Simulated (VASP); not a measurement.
Al, 3 atoms in the cell. It takes space group P6/mmm (No. 191, hexagonal). The conventional cell has a = 4.516 Å, b = 4.516 Å, c = 2.800 Å, α = 90.00°, β = 90.00°, γ = 120.00°. Within 3.7 Å of Al (site symmetry 6/mmm) lie 14 Al at 2.80 to 2.96 Å. Within 3.4 Å of Al (site symmetry -6m2) lie 11 Al at 2.61 to 2.96 Å. 

- Program: VASP 6.6.1
- Task: relaxation of cell and atoms
- Functional: PBE
- Potentials or basis: VASP PAW PBE potentials, release 64 (Al)
- Cutoff: 600 eV
- k mesh: 8 × 8 × 11
- Occupations: fermi-dirac, width 0.08 eV
- Spin: no spin polarisation
- Dipole correction: no
- Further INCAR settings: ALGO = Normal; EDIFF = 1e-07; IBRION = 2; EDIFFG = -0.005; NSW = 60; ISIF = 3

Potentials or basis: VASP PAW PBE potentials, release 64 (Al).

Launch:

```console
$ cat potpaw_PBE.64/Al/POTCAR > POTCAR
$ mpirun -np 1 vasp_std > vasp.out
```

Hardware: 1 thread of AMD EPYC 7R13 (shared host).

Estimate the wall time of this run.

Run time: 72 s on 1 thread of AMD EPYC 7R13 (shared host), peak memory 0.15 GiB. Counts: scf iterations 25, k points 60, ion steps 3.
